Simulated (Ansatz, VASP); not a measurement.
# InP: VASP beside Ansatz

The input INCAR:

```
SYSTEM = InP
ALGO = Normal
EDIFF = 1E-6
ENCUT = 520
GGA = PE
ISIF = 2
ISMEAR = -1
LASPH = .True.
LCHARG = .False.
LREAL = .False.
LWAVE = .False.
NBANDS = 16
NELM = 80
PREC = Accurate
SIGMA = 0.08
```

KPOINTS

```
k-points
0
Gamma
  14 14 14
  0 0 0
```

File POSCAR:

```
InP
1.0
    0.0000000000      2.7144795664      2.7144795664
    2.7144795664      0.0000000000      2.7144795664
    2.7144795664      2.7144795664      0.0000000000
In P
1 1
Direct
    0.0000000000      0.0000000000      0.0000000000
    0.5000000000      0.5000000000      0.5000000000
```

Input for Ansatz:

```yaml
crystal:
  lattice:
    - [0.0, 2.7144795664, 2.7144795664]
    - [2.7144795664, 0.0, 2.7144795664]
    - [2.7144795664, 2.7144795664, 0.0]
  atoms:
    - { symbol: In, position: [0.0, 0.0, 0.0] }
    - { symbol: P, position: [0.5, 0.5, 0.5] }
kpoints:
  mp_grid: { grid: [14, 14, 14] }
scf:
  occupations: { method: fermi_dirac, width: 0.08 }
hamiltonian:
  xc: pbe
  pseudopotentials: { kind: all_electron, lapw: { basis_error: 0.0005 } }
output:
  forces: true
  stress: true
  eigenvalues: true
```

Change from the starting cell: volume scaled by 0.9405.

Alike in both runs: task single point; functional PBE; k mesh 14 × 14 × 14; occupations fermi-dirac, width 0.08 eV; no spin polarisation.

|  | VASP | Ansatz |
| --- | --- | --- |
| version | VASP 6.6.1 | Ansatz 0.2.0 |
| potentials or method | VASP PAW PBE potentials, release 64 (In_d, P), cutoff 520 eV | all-electron LAPW, scalar-relativistic |

|  | VASP | Ansatz | Ansatz less VASP |
| --- | --- | --- | --- |
| pressure (GPa) | 5.2 | 5.2 | +0.04 |

Ansatz ran all-electron here, and VASP with PAW potentials.
